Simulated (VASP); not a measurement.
# In2Te2O in VASP: a series of runs

Runs on In2Te2O. Level: PBE. Tasks: single point.

Everything below comes from runs of VASP 6.6.1. Logs are shortened: lines on timing, memory, paths and dates and some standing lists are left out, and cuts for length are marked.

## Step 1: The cell of the first run

Symmetry: Cmc2_1, No. 36, orthorhombic system. Conventional cell: a = 12.427 Å, b = 7.541 Å, c = 7.173 Å, α = 90.00°, β = 90.00°, γ = 90.00°. In (site symmetry 1) has 1 O at 2.02 Å within 2.7 Å. Te (site symmetry 1) has 3 In at 2.83 to 2.89 Å and 1 Te at 3.72 Å and 3 O at 3.94 to 4.08 Å within 4.1 Å. Within 2.7 Å of O (site symmetry m) lie 2 In at 2.02 Å.

## Step 2: Single point, PBE

File INCAR:

```
PREC = Accurate
ENCUT = 520
EDIFF = 1E-6
ISMEAR = 0
SIGMA = 0.1
LREAL = F
LASPH = T
NELM = 100
ALGO = Normal
ISIF = 2
LWAVE = F
LCHARG = F
GGA = PE
NBANDS = 55
```

File KPOINTS:

```
Automatic mesh
0
Gamma
  2 2 2
```

File POSCAR:

```
In2Te2O
1.0
    0.0000000000      0.0000000000     -7.1734719458
    6.2136143653     -3.7706754254      0.0000000000
   -6.2136143653     -3.7706754254      0.0000000000
In Te O
4 4 2
Direct
    0.2211534531      0.9756620720      0.6882627037
    0.2211534531      0.6882627037      0.9756620720
    0.7211534531      0.3117372963      0.0243379280
    0.7211534531      0.0243379280      0.3117372963
    0.3195361038      0.3533105308      0.0542580597
    0.3195361038      0.0542580597      0.3533105308
    0.8195361038      0.6466894692      0.9457419403
    0.8195361038      0.9457419403      0.6466894692
    0.3156208863      0.7431770412      0.7431770412
    0.8156208863      0.2568229588      0.2568229588
```

Potentials or basis: VASP PAW PBE potentials, release 64 (In_d, Te, O).

On the command line:

```bash
> cat potpaw_PBE.64/In_d/POTCAR potpaw_PBE.64/Te/POTCAR potpaw_PBE.64/O/POTCAR > POTCAR
> mpirun -np 1 vasp_std > vasp.out
```

OUTCAR:

```text
PREC = Accurate
   ENCUT = 520
   EDIFF = 1E-6
   ISMEAR = 0
   LREAL = F
   LASPH = T
   NELM = 100
   ISIF = 2
   GGA = PE

 ion  position               nearest neighbor table
   1  0.221  0.976  0.688-   9 2.02   6 2.83   5 2.89   8 2.89   2 3.57
   2  0.221  0.688  0.976-   9 2.02   5 2.83   6 2.89   7 2.89   1 3.57
   3  0.721  0.312  0.024-  10 2.02   7 2.83   8 2.89   5 2.89   4 3.57
   4  0.721  0.024  0.312-  10 2.02   8 2.83   7 2.89   6 2.89   3 3.57
   5  0.320  0.353  0.054-   2 2.83   1 2.89   3 2.89
   6  0.320  0.054  0.353-   1 2.83   2 2.89   4 2.89
   7  0.820  0.647  0.946-   3 2.83   4 2.89   2 2.89
   8  0.820  0.946  0.647-   4 2.83   3 2.89   1 2.89
   9  0.316  0.743  0.743-   1 2.02   2 2.02
  10  0.816  0.257  0.257-   3 2.02   4 2.02

  LATTYP: Found a base centered orthorhombic cell.
 ALAT       =     7.5413508508
 B/A-ratio  =     1.6478783412
 C/A-ratio  =     0.9512184339

  Lattice vectors:

 A1 = (   6.2136143653,  -3.7706754254,   0.0000000000)
 A2 = (  -6.2136143653,  -3.7706754254,   0.0000000000)
 A3 = (   0.0000000000,   0.0000000000,  -7.1734719458)

Analysis of symmetry for initial positions (statically):
=====================================================================
 Subroutine PRICEL returns:
 Original cell was already a primitive cell.

 Routine SETGRP: Setting up the symmetry group for a
 base centered orthorhombic supercell.

 Subroutine GETGRP returns: Found  4 space group operations
 (whereof  2 operations were pure point group operations)
 out of a pool of  8 trial point group operations.

The static configuration has the point symmetry C_1h.
 The point group associated with its full space group is C_2v.

Analysis of symmetry for dynamics (positions and initial velocities):
=====================================================================
 Subroutine PRICEL returns:
 Original cell was already a primitive cell.

 Routine SETGRP: Setting up the symmetry group for a
 base centered orthorhombic supercell.

 Subroutine GETGRP returns: Found  4 space group operations
 (whereof  2 operations were pure point group operations)
 out of a pool of  8 trial point group operations.

The dynamic configuration has the point symmetry C_1h.
 The point group associated with its full space group is C_2v.

 Subroutine INISYM returns: Found  4 space group operations
 (whereof  2 operations are pure point group operations),
 and found     1 'primitive' translations

----------------------------------------------------------------------------------------

                                     Primitive cell

  volume of cell :     336.1421

  direct lattice vectors                    reciprocal lattice vectors
     0.000000000  0.000000000 -7.173471946     0.000000000  0.000000000 -0.139402511
     6.213614365 -3.770675425  0.000000000     0.080468463 -0.132602238  0.000000000
    -6.213614365 -3.770675425  0.000000000    -0.080468463 -0.132602238  0.000000000

  length of vectors
     7.173471946  7.268218258  7.268218258     0.139402511  0.155108114  0.155108114

  position of ions in fractional coordinates (direct lattice)
     0.221153453  0.975662072  0.688262704
     0.221153453  0.688262704  0.975662072
     0.721153453  0.311737296  0.024337928
     0.721153453  0.024337928  0.311737296
     0.319536104  0.353310531  0.054258060
     0.319536104  0.054258060  0.353310531
     0.819536104  0.646689469  0.945741940
     0.819536104  0.945741940  0.646689469
     0.315620886  0.743177041  0.743177041
     0.815620886  0.256822959  0.256822959

  ion indices of the primitive-cell ions
   primitive index   ion index
                 1           1
                 2           2
                 3           3
                 4           4
                 5           5
                 6           6
                 7           7
                 8           8
                 9           9
                10          10

----------------------------------------------------------------------------------------

 KPOINTS: Automatic mesh

Automatic generation of k-mesh.
 Grid dimensions read from file:
 generate k-points for:    2    2    2

 Generating k-lattice:

  Cartesian coordinates                     Fractional coordinates (reciprocal lattice)
     0.000000000  0.000000000 -0.069701255     0.500000000  0.000000000  0.000000000
     0.040234232 -0.066301119  0.000000000     0.000000000  0.500000000  0.000000000
    -0.040234232 -0.066301119  0.000000000     0.000000000  0.000000000  0.500000000

  Length of vectors
     0.069701255  0.077554057  0.077554057

  Shift w.r.t. Gamma in fractional coordinates (k-lattice)
     0.000000000  0.000000000  0.000000000

 Subroutine IBZKPT returns following result:
 ===========================================

 Found      6 irreducible k-points:

 Following reciprocal coordinates:
            Coordinates               Weight
  0.000000  0.000000  0.000000      1.000000
  0.500000  0.000000  0.000000      1.000000
  0.000000  0.500000  0.000000      2.000000
  0.500000  0.500000  0.000000      2.000000
  0.000000  0.500000  0.500000      1.000000
  0.500000  0.500000  0.500000      1.000000
   k-points           NKPTS =      6   k-points in BZ     NKDIM =      6   number of bands    NBANDS=     55
   number of dos      NEDOS =    301   number of ions     NIONS =     10
   total plane-waves  NPLWV = 157464
   dimension x,y,z NGX =    54 NGY =   54 NGZ =   54
   dimension x,y,z NGXF=   108 NGYF=  108 NGZF=  108
   ions per type =               4   4   2
   NGX,Y,Z   is equivalent  to a cutoff of  12.51, 12.35, 12.35 a.u.
   NGXF,Y,Z  is equivalent  to a cutoff of  25.03, 24.70, 24.70 a.u.
 SYSTEM =  unknown system
   PREC   = accura    normal or accurate (medium, high low for compatibility)
   ISTART =      0    job   : 0-new  1-cont  2-samecut
   ICHARG =      2    charge: 1-file 2-atom 10-const
   ISPIN  =      1    spin polarized calculation?
   LNONCOLLINEAR =      F non collinear calculations
   LSORBIT =      F    spin-orbit coupling
   LASPH  =      T    aspherical Exc in radial PAW
   ENCUT  =  520.0 eV  38.22 Ry    6.18 a.u.  13.34 13.51 13.51*2*pi/ulx,y,z
   NELM   =    100;   NELMIN=  2; NELMDL= -5     # of ELM steps
   EDIFF  = 0.1E-05   stopping-criterion for ELM
   LREAL  =      F    real-space projection
   EDIFFG = 0.1E-04   stopping-criterion for IOM
   NSW    =      0    number of steps for IOM
   IBRION =     -1    ionic relax: 0-MD 1-quasi-New 2-CG
   NFREE  =      0    steps in history (QN), initial steepest desc. (CG)
   ISIF   =      2    stress and relaxation
   ISYM   =      2    0-nonsym 1-usesym 2-fastsym
   POTIM  = 0.5000    time-step for ionic-motion
   TEBEG  =    0.0;   TEEND  =   0.0 temperature during run
   PSTRESS=    0.0 pullay stress
   NELECT =      88.0000    total number of electrons
   NUPDOWN=      -1.0000    fix difference up-down
   EMIN   =  10.00;   EMAX   =-10.00  energy-range for DOS
   EFERMI =   0.00;   METHOD = LEGACY
   ISMEAR =     0;   SIGMA  =   0.10  broadening in eV -4-tet -1-fermi 0-gaus
   EFERMI_NEDOS =   21; number of points for ismear=-14 and -15
   IALGO  =     38    algorithm
   IMIX   =      4    mixing-type and parameters
     AMIX     =   0.40;   BMIX     =  1.00
     AMIX_MAG =   1.60;   BMIX_MAG =  1.00
  volume/ion in A,a.u.               =      33.61       226.84
  Fermi-wavevector in a.u.,A,eV,Ry     =   1.047277  1.979066 14.922713  1.096788
  Thomas-Fermi vector in A             =   2.182150
   LORBIT       =      0    0 simple, 1 ext, 2 COOP (PROOUT), +10 PAW based schemes
   GGA     = PE    functional components
   LHFCALC =     F    Hartree Fock is set to
   AEXX    =    0.0000 exact exchange contribution
   IVDW    =     0    specifies the selected vdW correction
   LEPSILON=     F    determine dielectric tensor
   LRPA    =     F    only Hartree local field effects (RPA)
 non-spin polarized calculation
 Gauss-broadening in eV      SIGMA  =   0.10
  energy-cutoff  :      520.00
  volume of cell :      336.14
 maximum number of plane-waves:      9060
 NGX is ok and might be reduce to    54
   NGX = 27   NGY = 27   NGZ = 27

 number of electron      87.9999987 magnetization

 Free energy of the ion-electron system (eV)
  ---------------------------------------------------
  ext. energy  EPLUGINS =         0.00000000
  ---------------------------------------------------
  free energy    TOTEN  =       -38.21993939 eV

  energy without entropy =      -38.21993939  energy(sigma->0) =      -38.21993939

 E-fermi :   3.0318     XC(G=0):  -8.0574

 val. band max:        2.5543284142   @ k =   0.0000   0.0000   0.0000
 cond. band min:       3.7496644943   @ k =   0.0000   0.0000   0.0000
 fundamental gap:      1.1953360802
 Fermi energy:         3.0317603240

 k-point     1 :       0.0000    0.0000    0.0000
  band No.  band energies     occupation
      1     -14.4224      2.00000
      2     -14.4197      2.00000
      3     -11.2269      2.00000
      4     -11.2069      2.00000
      5     -11.1926      2.00000
      6     -11.1608      2.00000
[... 47 lines left out ...]
     54       8.5220      0.00000
     55       8.9815      0.00000

 k-point     2 :       0.5000    0.0000    0.0000
  band No.  band energies     occupation
      1     -14.4210      2.00000
      2     -14.4210      2.00000
      3     -11.1987      2.00000
      4     -11.1987      2.00000
      5     -11.1863      2.00000
      6     -11.1863      2.00000
[... 47 lines left out ...]
     54       7.5930      0.00000
     55       8.3231      0.00000

 k-point     3 :       0.0000    0.5000    0.0000
  band No.  band energies     occupation
      1     -14.4208      2.00000
      2     -14.4207      2.00000
      3     -11.2238      2.00000
      4     -11.2220      2.00000
      5     -11.1867      2.00000
      6     -11.1648      2.00000
[... 47 lines left out ...]
     54       7.9136      0.00000
     55       8.2212      0.00000

 k-point     4 :       0.5000    0.5000    0.0000
  band No.  band energies     occupation
      1     -14.4207      2.00000
      2     -14.4207      2.00000
      3     -11.2052      2.00000
      4     -11.2052      2.00000
      5     -11.1891      2.00000
      6     -11.1891      2.00000
[... 47 lines left out ...]
     54       7.3942      0.00000
     55       7.6315      0.00000

 k-point     5 :       0.0000    0.5000    0.5000
  band No.  band energies     occupation
      1     -14.4211      2.00000
      2     -14.4200      2.00000
      3     -11.2270      2.00000
      4     -11.2232      2.00000
      5     -11.2099      2.00000
      6     -11.1696      2.00000
[... 47 lines left out ...]
     54       8.3025      0.00000
     55       8.7436      0.00000

 k-point     6 :       0.5000    0.5000    0.5000
  band No.  band energies     occupation
      1     -14.4205      2.00000
      2     -14.4205      2.00000
      3     -11.2208      2.00000
      4     -11.2208      2.00000
      5     -11.1856      2.00000
      6     -11.1856      2.00000
[... 47 lines left out ...]
     54       7.0449      0.00000
     55       8.4110      0.00000

------------------------ aborting loop because EDIFF is reached ----------------------------------------

  FORCE on cell =-STRESS in cart. coord.  units (eV):
  Direction    XX          YY          ZZ          XY          YZ          ZX
  --------------------------------------------------------------------------------------
  -------------------------------------------------------------------------------------
  Total        0.3343200      0.1646207     -0.0280451      0.0000000      0.0000000      0.0000000
  in kB        1.5934929      0.7846431     -0.1336734      0.0000000      0.0000000      0.0000000
  external PRESSURE =       0.7481542 kB  Pullay stress =       0.0000000 kB

 VOLUME and BASIS-vectors are now :
 -----------------------------------------------------------------------------
  energy-cutoff  :      520.00
  volume of cell :      336.14
      direct lattice vectors                 reciprocal lattice vectors
     0.000000000  0.000000000 -7.173471946     0.000000000  0.000000000 -0.139402511
     6.213614365 -3.770675425  0.000000000     0.080468463 -0.132602238  0.000000000
    -6.213614365 -3.770675425  0.000000000    -0.080468463 -0.132602238  0.000000000

 POSITION                                       TOTAL-FORCE (eV/Angst)
 -----------------------------------------------------------------------------------
      1.78579     -6.27412     -1.58644         0.061049     -0.018283      0.025328
     -1.78579     -6.27412     -1.58644        -0.061049     -0.018283      0.025328
      1.78579     -1.26723     -5.17317         0.061049      0.018283      0.025328
     -1.78579     -1.26723     -5.17317        -0.061049      0.018283      0.025328
      1.85820     -1.53681     -2.29218         0.040691      0.002927     -0.009587
     -1.85820     -1.53681     -2.29218        -0.040691      0.002927     -0.009587
     -1.85820     -6.00454     -5.87892        -0.040691     -0.002927     -0.009587
      1.85820     -6.00454     -5.87892         0.040691     -0.002927     -0.009587
      0.00000     -5.60456     -2.26410         0.000000      0.044036     -0.031483
      0.00000     -1.93679     -5.85083         0.000000     -0.044036     -0.031483
 -----------------------------------------------------------------------------------
    total drift:                                0.000003      0.000002     -0.001308

  FREE ENERGIE OF THE ION-ELECTRON SYSTEM (eV)
  ---------------------------------------------------
  free  energy   TOTEN  =       -38.2199393894 eV

  energy  without entropy=      -38.2199393894  energy(sigma->0) =      -38.21993939
```

It took 92 s on 1 thread of Intel Xeon 6975P-C (Granite Rapids), shared host; peak memory 0.45 GiB.

Results:

```yaml
Free_energy: -38.2199 eV
Pressure: 0.1 GPa
Largest_force: 0.069 eV/Å
Band_gap_on_the_k_mesh: 1.20 eV
```

Forces on the atoms (eV/Å):
```
In   0.061 -0.018  0.025
In  -0.061 -0.018  0.025
In   0.061  0.018  0.025
In  -0.061  0.018  0.025
Te   0.041  0.003 -0.010
Te  -0.041  0.003 -0.010
Te  -0.041 -0.003 -0.010
Te   0.041 -0.003 -0.010
O    0.000  0.044 -0.031
O    0.000 -0.044 -0.031
```

Caveat: the k points lie up to 0.49 Å⁻¹ apart; spin-orbit coupling is left out, which moves the levels of the heavy elements.

(Part 1 of 2 ends here.)
